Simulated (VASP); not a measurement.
Runs of VASP 6.6.1 on ZnO (zincite). The structure is that of space group P6_3mc (No. 186), or close to it. The cells are those of the table. 

```csv
cell,gap on the mesh (eV),pressure (GPa),largest force (eV/Å)
"a = 3.374, b = 3.374, c = 5.406 Å, angles 90.0, 90.0, 120.0°, 4 atoms",0.69,-4.9,0.04
"a = 3.292, b = 3.292, c = 5.274 Å, angles 90.0, 90.0, 120.0°, 4 atoms",0.80,3.6,0.06
"a = 3.249, b = 3.249, c = 5.206 Å, angles 90.0, 90.0, 120.0°, 4 atoms",(a),9.4,(c)
"a = 3.114, b = 3.114, c = 4.989 Å, angles 90.0, 90.0, 120.0°, 4 atoms",(b),36.0,0.13
"a = 3.205, b = 3.205, c = 5.135 Å, angles 90.0, 90.0, 120.0°, 4 atoms",0.91,16.5,0.09
```

Alike in all rows: task single point; level revPBE; potentials or basis VASP PAW PBE potentials, release 64 (Zn, O); no spin polarisation; k mesh 6 × 6 × 4; cutoff (eV) 520; smearing gaussian 0.01 eV.

Task: Fill in the values left out.

Result: (a) 0.85; (b) 1.03; (c) 0.08.

Caveats: the PAW data sets were made with another functional, which shifts forces and pressure a little.

